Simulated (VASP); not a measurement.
Runs of VASP 6.6.1 on Bi. The structure is that of space group Fm-3m (No. 225), or close to it. The cells are those of the table. This isn't the form of Bi at room conditions, which is rhombohedral.

| cell | k mesh | gap on the mesh (eV) | pressure (GPa) |
| --- | --- | --- | --- |
| a = 3.602 Å, angles 60.0°, 1 atom | 19 × 19 × 19 | none | -1.9 |
| a = 3.555 Å, angles 60.0°, 1 atom | 19 × 19 × 19 | none | -0.1 |
| a = 3.602 Å, angles 60.0°, 1 atom | 37 × 37 × 37 | none | -1.9 |
| a = 3.625 Å, angles 60.0°, 1 atom | 37 × 37 × 37 | none | -2.7 |
| a = 3.555 Å, angles 60.0°, 1 atom | 37 × 37 × 37 | none | -0.1 |
| a = 3.531 Å, angles 60.0°, 1 atom | 19 × 19 × 19 | none | (a) |

Alike in all rows: task single point; level PBE; potentials or basis VASP PAW PBE potentials, release 64 (Bi_d); no spin polarisation; cutoff (eV) 520; smearing fermi-dirac 0.0612256 eV.

Fill in the values left out.

(a) 1.0.

Caveats: spin-orbit coupling is left out, which moves the levels of the heavy elements.

A k mesh can miss the band edges, and the runs leave out spin-orbit coupling on Bi.

A gap of «none» marks levels without a gap at the run's occupations.
